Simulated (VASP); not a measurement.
The system is PrScO.

```
Pr Sc O
1.0
     3.87685    0.00000    0.00000
     0.00000    3.87685    0.00000
     0.00000    0.00000    4.69530
Pr Sc O
1 1 1
Direct
  0.00000 0.00000 0.79511
  0.50000 0.50000 0.27308
  0.00000 0.00000 0.36976
```

The cell was generated, and may not be a known phase.

| Property | Result |
| --- | --- |
| Program | VASP 6.6.1 |
| Task | relaxation of cell and atoms |
| Functional | PBE |
| Potentials or basis | VASP PAW PBE potentials, release 64 (Pr_3, Sc_sv, O), 4f in core |
| Cutoff | 600 eV |
| k mesh | 5 × 5 × 4 |
| Occupations | gaussian, width 0.2 eV |
| Spin | no spin polarisation |

At the start: pressure 0.9 GPa; volume 23.52 Å³/atom.

**Question.** Where does the relaxation end?

**Answer.** Over 14 steps the energy falls by 723.0 meV/atom and the volume is 18.47 Å³/atom (-21.5 %); space group P4mm (No. 99, to 0.1 Å) before, P4/mmm (No. 123, to 0.1 Å).

Step by step:
```csv
step,energy change (eV),largest force (eV/Å),pressure (GPa),volume (Å³)
1,0.0000,4.6127,0.90,70.57
2,-0.8454,0.7764,-11.47,71.18
3,-0.8541,0.8040,-11.51,71.17
4,-1.8007,2.1610,2.79,55.07
5,-1.8008,2.1386,2.45,55.26
6,-2.0261,0.7782,7.12,52.49
7,-2.0366,0.9461,5.94,52.94
8,-2.1320,0.3121,-2.60,57.70
9,-2.1369,0.4052,-1.19,56.77
10,-2.1541,0.2787,-0.65,56.23
11,-2.1646,0.1492,0.41,55.38
12,-2.1674,0.1178,-0.23,55.65
13,-2.1675,0.1202,-0.32,55.69
14,-2.1689,0.0640,0.08,55.40
```

Final structure:
```
Pr Sc O
1.0
     3.16181    0.00000    0.00000
     0.00000    3.16181    0.00000
     0.00000    0.00000    5.54172
Pr Sc O
1 1 1
Direct
  0.00000 0.00000 0.81256
  0.50000 0.50000 0.31403
  0.00000 0.00000 0.31136
```

Caveat: the volume moved by over 15 % at a fixed basis, so the end points are rough; the run has no spin polarisation, though such a crystal can be magnetic; the relaxation stopped at a loose force limit of 0.08 eV/Å, so its end isn't a converged minimum.
